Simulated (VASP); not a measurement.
# Ba (Fm-3m) in VASP: single point with PBE

Aim: the single point of Ba with PBE.

Program: VASP 6.6.1. These are calculated values, not measurements. Logs are shortened: lines on timing, memory, paths and dates and some standing lists are left out, and cuts for length are marked.

## (1) The cell of the first run

It takes space group Fm-3m (No. 225, cubic). The conventional cell has a = 6.333 Å, b = 6.333 Å, c = 6.333 Å, α = 90.00°, β = 90.00°, γ = 90.00°. Within 5.9 Å of Ba (site symmetry m-3m) lie 12 Ba at 4.48 Å.

This isn't the form of Ba at room conditions, which is bcc.

## (2) Single point, PBE (63.51 Å³/atom)

File INCAR:

```
SYSTEM = Ba
ALGO = Normal
EDIFF = 1E-7
ENCUT = 520
GGA = PE
ISIF = 2
ISMEAR = -1
LASPH = .TRUE.
LCHARG = .FALSE.
LREAL = .FALSE.
LWAVE = .FALSE.
NBANDS = 11
NELM = 80
PREC = Accurate
SIGMA = 0.05
```

File KPOINTS:

```
k-points
0
G
  7 7 7
  0 0 0
```

File POSCAR:

```
Ba
1.0
    0.0000000000      3.1666737309      3.1666737309
    3.1666737309      0.0000000000      3.1666737309
    3.1666737309      3.1666737309      0.0000000000
Ba
1
Direct
    0.0000000000      0.0000000000      0.0000000000
```

Potentials or basis: VASP PAW PBE potentials, release 64 (Ba_sv).

Launch:

```bash
cat potpaw_PBE.64/Ba_sv/POTCAR > POTCAR
mpirun -np 1 vasp_std > vasp.out
```

OUTCAR:

```text
SYSTEM = Ba
   EDIFF = 1E-7
   ENCUT = 520
   GGA = PE
   ISIF = 2
   ISMEAR = -1
   LASPH = .TRUE.
   LREAL = .FALSE.
   NELM = 80
   PREC = Accurate

 ion  position               nearest neighbor table
   1  0.000  0.000  0.000-

  LATTYP: Found a face centered cubic cell.
 ALAT       =     6.3333474618

  Lattice vectors:

 A1 = (   0.0000000000,   3.1666737309,   3.1666737309)
 A2 = (   3.1666737309,   0.0000000000,   3.1666737309)
 A3 = (   3.1666737309,   3.1666737309,   0.0000000000)

Analysis of symmetry for initial positions (statically):
=====================================================================
 Subroutine PRICEL returns:
 Original cell was already a primitive cell.

 Routine SETGRP: Setting up the symmetry group for a
 face centered cubic supercell.

 Subroutine GETGRP returns: Found 48 space group operations
 (whereof 48 operations were pure point group operations)
 out of a pool of 48 trial point group operations.

The static configuration has the point symmetry O_h .

Analysis of symmetry for dynamics (positions and initial velocities):
=====================================================================
 Subroutine PRICEL returns:
 Original cell was already a primitive cell.

 Routine SETGRP: Setting up the symmetry group for a
 face centered cubic supercell.

 Subroutine GETGRP returns: Found 48 space group operations
 (whereof 48 operations were pure point group operations)
 out of a pool of 48 trial point group operations.

The dynamic configuration has the point symmetry O_h .

 Subroutine INISYM returns: Found 48 space group operations
 (whereof 48 operations are pure point group operations),
 and found     1 'primitive' translations

----------------------------------------------------------------------------------------

                                     Primitive cell

  volume of cell :      63.5097

  direct lattice vectors                    reciprocal lattice vectors
     0.000000000  3.166673731  3.166673731    -0.157894385  0.157894385  0.157894385
     3.166673731  0.000000000  3.166673731     0.157894385 -0.157894385  0.157894385
     3.166673731  3.166673731  0.000000000     0.157894385  0.157894385 -0.157894385

  length of vectors
     4.478352938  4.478352938  4.478352938     0.273481096  0.273481096  0.273481096

  position of ions in fractional coordinates (direct lattice)
     0.000000000  0.000000000  0.000000000

  ion indices of the primitive-cell ions
   primitive index   ion index
                 1           1

----------------------------------------------------------------------------------------

 KPOINTS: k-points

Automatic generation of k-mesh.
 Grid dimensions read from file:
 generate k-points for:    7    7    7

 Generating k-lattice:

  Cartesian coordinates                     Fractional coordinates (reciprocal lattice)
    -0.022556341  0.022556341  0.022556341     0.142857143  0.000000000  0.000000000
     0.022556341 -0.022556341  0.022556341     0.000000000  0.142857143  0.000000000
     0.022556341  0.022556341 -0.022556341     0.000000000  0.000000000  0.142857143

  Length of vectors
     0.039068728  0.039068728  0.039068728

  Shift w.r.t. Gamma in fractional coordinates (k-lattice)
     0.000000000  0.000000000  0.000000000

 Subroutine IBZKPT returns following result:
 ===========================================

 Found     20 irreducible k-points:

 Following reciprocal coordinates:
            Coordinates               Weight
  0.000000  0.000000  0.000000      1.000000
  0.142857  0.000000  0.000000      8.000000
  0.285714  0.000000  0.000000      8.000000
  0.428571  0.000000  0.000000      8.000000
  0.142857  0.142857  0.000000      6.000000
  0.285714  0.142857  0.000000     24.000000
[... 12 lines left out ...]
 -0.428571  0.428571  0.142857     24.000000
 -0.285714  0.428571  0.142857     24.000000
   k-points           NKPTS =     20   k-points in BZ     NKDIM =     20   number of bands    NBANDS=     11
   number of dos      NEDOS =    301   number of ions     NIONS =      1
   total plane-waves  NPLWV =  46656
   dimension x,y,z NGX =    36 NGY =   36 NGZ =   36
   dimension x,y,z NGXF=    72 NGYF=   72 NGZF=   72
   ions per type =               1
   NGX,Y,Z   is equivalent  to a cutoff of  13.36, 13.36, 13.36 a.u.
   NGXF,Y,Z  is equivalent  to a cutoff of  26.73, 26.73, 26.73 a.u.
 SYSTEM =  Ba
   PREC   = accura    normal or accurate (medium, high low for compatibility)
   ISTART =      0    job   : 0-new  1-cont  2-samecut
   ICHARG =      2    charge: 1-file 2-atom 10-const
   ISPIN  =      1    spin polarized calculation?
   LNONCOLLINEAR =      F non collinear calculations
   LSORBIT =      F    spin-orbit coupling
   LASPH  =      T    aspherical Exc in radial PAW
   ENCUT  =  520.0 eV  38.22 Ry    6.18 a.u.   8.33  8.33  8.33*2*pi/ulx,y,z
   NELM   =     80;   NELMIN=  2; NELMDL= -5     # of ELM steps
   EDIFF  = 0.1E-06   stopping-criterion for ELM
   LREAL  =      F    real-space projection
   EDIFFG = 0.1E-05   stopping-criterion for IOM
   NSW    =      0    number of steps for IOM
   IBRION =     -1    ionic relax: 0-MD 1-quasi-New 2-CG
   NFREE  =      0    steps in history (QN), initial steepest desc. (CG)
   ISIF   =      2    stress and relaxation
   ISYM   =      2    0-nonsym 1-usesym 2-fastsym
   POTIM  = 0.5000    time-step for ionic-motion
   TEBEG  =    0.0;   TEEND  =   0.0 temperature during run
   PSTRESS=    0.0 pullay stress
   NELECT =      10.0000    total number of electrons
   NUPDOWN=      -1.0000    fix difference up-down
   EMIN   =  10.00;   EMAX   =-10.00  energy-range for DOS
   EFERMI =   0.00;   METHOD = LEGACY
   ISMEAR =    -1;   SIGMA  =   0.05  broadening in eV -4-tet -1-fermi 0-gaus
   EFERMI_NEDOS =   21; number of points for ismear=-14 and -15
   IALGO  =     38    algorithm
   IMIX   =      4    mixing-type and parameters
     AMIX     =   0.40;   BMIX     =  1.00
     AMIX_MAG =   1.60;   BMIX_MAG =  1.00
  volume/ion in A,a.u.               =      63.51       428.58
  Fermi-wavevector in a.u.,A,eV,Ry     =   0.884019  1.670553 10.632807  0.781489
  Thomas-Fermi vector in A             =   2.004863
   LORBIT       =      0    0 simple, 1 ext, 2 COOP (PROOUT), +10 PAW based schemes
   GGA     = PE    functional components
   LHFCALC =     F    Hartree Fock is set to
   AEXX    =    0.0000 exact exchange contribution
   IVDW    =     0    specifies the selected vdW correction
   LEPSILON=     F    determine dielectric tensor
   LRPA    =     F    only Hartree local field effects (RPA)
 non-spin polarized calculation
  energy-cutoff  :      520.00
  volume of cell :       63.51
 maximum number of plane-waves:      1729
 NGX is ok and might be reduce to    36
   NGX = 17   NGY = 17   NGZ = 17

 number of electron      10.0000000 magnetization

 Free energy of the ion-electron system (eV)
  ---------------------------------------------------
  ext. energy  EPLUGINS =         0.00000000
  ---------------------------------------------------
  free energy    TOTEN  =        -1.89677967 eV

  energy without entropy =       -1.88458809  energy(sigma->0) =       -1.89068388

 E-fermi :   1.6287     XC(G=0):  -7.3837

 val. band max:        1.6102479234   @ k =  -0.2857   0.4286   0.1429
 cond. band min:       1.6297933435   @ k =  -0.4286   0.4286   0.0000
 fundamental gap:      0.0195454201
 Fermi energy:         1.6287170422

 k-point     1 :       0.0000    0.0000    0.0000
  band No.  band energies     occupation
      1     -27.2618      2.00000
      2     -12.2203      2.00000
      3     -12.2203      2.00000
      4     -12.2203      2.00000
      5      -1.1313      2.00000
      6       3.4170      0.00000
      7       3.4170      0.00000
      8       3.4170      0.00000
      9       4.9668      0.00000
     10       4.9668      0.00000
     11       7.6330      0.00000

 k-point     2 :       0.1429    0.0000    0.0000
  band No.  band energies     occupation
      1     -27.2546      2.00000
      2     -12.3096      2.00000
      3     -12.2316      2.00000
      4     -12.2316      2.00000
      5      -0.7840      2.00000
      6       3.0373      0.00000
      7       3.5619      0.00000
      8       3.5619      0.00000
      9       4.7925      0.00000
     10       4.7925      0.00000
     11       8.2966      0.00000

 k-point     3 :       0.2857    0.0000    0.0000
  band No.  band energies     occupation
      1     -27.2382      2.00000
      2     -12.5014      2.00000
      3     -12.2567      2.00000
      4     -12.2567      2.00000
      5       0.0364      2.00000
      6       2.5551      0.00000
      7       3.5385      0.00000
      8       3.5385      0.00000
      9       5.0762      0.00000
     10       5.0762      0.00000
     11       7.5817      0.00000

 k-point     4 :       0.4286    0.0000    0.0000
  band No.  band energies     occupation
      1     -27.2251      2.00000
      2     -12.6475      2.00000
      3     -12.2765      2.00000
      4     -12.2765      2.00000
      5       0.6342      2.00000
      6       2.6143      0.00000
      7       3.3082      0.00000
      8       3.3082      0.00000
      9       5.9509      0.00000
     10       5.9509      0.00000
     11       7.2755      0.00000

 k-point     5 :       0.1429    0.1429    0.0000
  band No.  band energies     occupation
      1     -27.2522      2.00000
      2     -12.3072      2.00000
      3     -12.2511      2.00000
      4     -12.2511      2.00000
      5      -0.6685      2.00000
      6       2.8619      0.00000
      7       3.6997      0.00000
      8       3.6997      0.00000
      9       4.2104      0.00000
     10       5.1492      0.00000
     11       8.7198      0.00000
[... 155 lines left out ...]
 k-point    17 :       0.4286    0.2857    0.1429
  band No.  band energies     occupation
      1     -27.2266      2.00000
      2     -12.5262      2.00000
      3     -12.3624      2.00000
      4     -12.2945      2.00000
      5       0.7283      2.00000
      6       2.1806      0.00003
      7       2.7806      0.00000
      8       4.2837      0.00000
      9       4.6354      0.00000
     10       6.2292      0.00000
     11       8.5336      0.00000

 k-point    18 :      -0.4286    0.2857    0.1429
  band No.  band energies     occupation
      1     -27.2168      2.00000
      2     -12.5825      2.00000
      3     -12.4175      2.00000
      4     -12.3229      2.00000
      5       1.4300      1.96310
      6       2.0375      0.00056
      7       2.5664      0.00000
      8       4.0613      0.00000
      9       5.5215      0.00000
     10       6.6240      0.00000
     11       7.4411      0.00000

 k-point    19 :      -0.4286    0.4286    0.1429
  band No.  band energies     occupation
      1     -27.2125      2.00000
      2     -12.5864      2.00000
      3     -12.4226      2.00000
      4     -12.3714      2.00000
      5       1.2366      1.99922
      6       1.8346      0.03203
      7       2.8562      0.00000
      8       4.7124      0.00000
      9       5.9615      0.00000
     10       6.7937      0.00000
     11       7.5248      0.00000

 k-point    20 :      -0.2857    0.4286    0.1429
  band No.  band energies     occupation
      1     -27.2114      2.00000
      2     -12.5309      2.00000
      3     -12.5042      2.00000
      4     -12.3641      2.00000
      5       1.6102      1.18262
      6       2.0236      0.00074
      7       2.5786      0.00000
      8       4.1011      0.00000
      9       6.0629      0.00000
     10       6.4722      0.00000
     11       7.8467      0.00000

------------------------ aborting loop because EDIFF is reached ----------------------------------------

  FORCE on cell =-STRESS in cart. coord.  units (eV):
  Direction    XX          YY          ZZ          XY          YZ          ZX
  --------------------------------------------------------------------------------------
  -------------------------------------------------------------------------------------
  Total        0.0907262      0.0907262      0.0907262     -0.0000000      0.0000000      0.0000000
  in kB        2.2887758      2.2887758      2.2887758     -0.0000000      0.0000000      0.0000000
  external PRESSURE =       2.2887758 kB  Pullay stress =       0.0000000 kB

 VOLUME and BASIS-vectors are now :
 -----------------------------------------------------------------------------
  energy-cutoff  :      520.00
  volume of cell :       63.51
      direct lattice vectors                 reciprocal lattice vectors
     0.000000000  3.166673731  3.166673731    -0.157894385  0.157894385  0.157894385
     3.166673731  0.000000000  3.166673731     0.157894385 -0.157894385  0.157894385
     3.166673731  3.166673731  0.000000000     0.157894385  0.157894385 -0.157894385

 POSITION                                       TOTAL-FORCE (eV/Angst)
 -----------------------------------------------------------------------------------
      0.00000      0.00000      0.00000         0.000000      0.000000      0.000000
 -----------------------------------------------------------------------------------
    total drift:                               -0.000000      0.000000      0.000000

  FREE ENERGIE OF THE ION-ELECTRON SYSTEM (eV)
  ---------------------------------------------------
  free  energy   TOTEN  =        -1.8967796693 eV

  energy  without entropy=       -1.8845880902  energy(sigma->0) =       -1.89068388
```

Run time: 15 s. Hardware: 1 thread of Intel Xeon Platinum 8259CL at 2.50GHz (Skylake/Cascade Lake), shared host; peak memory 0.2 GiB.

Results:

```yaml
Free_energy: -1.8968 eV
Pressure: 0.2 GPa
Band_gap_on_the_k_mesh: zero (bands 5 and 6 overlap by 0.06 eV)
```

Caveat: spin-orbit coupling is left out, which moves the levels of the heavy elements.
